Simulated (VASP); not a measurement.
CdS, 4 atoms in the cell. Symmetry: P6_3mc, No. 186, hexagonal system. The conventional cell has a = 4.150 Å, b = 4.150 Å, c = 6.737 Å, α = 90.00°, β = 90.00°, γ = 120.00°. Within 3.3 Å of Cd (site symmetry 3m) lie 4 S at 2.53 to 2.54 Å. S (site symmetry 3m) has 4 Cd at 2.53 to 2.54 Å within 3.3 Å. 

| Item | Value |
| --- | --- |
| Program | VASP 6.6.1 |
| Task | relaxation of cell and atoms |
| Functional | B3LYP |
| Potentials or basis | VASP PAW PBE potentials, release 64 (Cd, S) |
| Cutoff | 600 eV |
| k mesh | 4 × 4 × 2 |
| Occupations | fermi-dirac, width 0.05 eV |
| Spin | no spin polarisation |
| Dipole correction | no |
| Grid for exact exchange (PRECFOCK) | Normal |
| Further INCAR settings | ALGO = Normal; EDIFF = 1e-06; IBRION = 2; EDIFFG = -0.01; NSW = 60; ISIF = 3 |
| Share of exact exchange | 0.2 |

Potentials or basis: VASP PAW PBE potentials, release 64 (Cd, S).

Launch:

```bash
$ cat potpaw_PBE.64/Cd/POTCAR potpaw_PBE.64/S/POTCAR > POTCAR
$ cp INCAR.step1 INCAR
$ mpirun -np 2 vasp_std > vasp.out
$ cp INCAR.step2 INCAR
$ mpirun -np 2 vasp_std > vasp.out
```

Hardware: 2 MPI ranks on Intel(R) Xeon(R) Platinum 8488C (Sapphire Rapids), with other jobs on the host.

**Question.** Estimate the wall time of this run.

**Answer.** Run time: 34 min on 2 MPI ranks on Intel(R) Xeon(R) Platinum 8488C (Sapphire Rapids), with other jobs on the host, peak memory 0.29 GiB a rank. Counts: k points 8, ion steps 3.
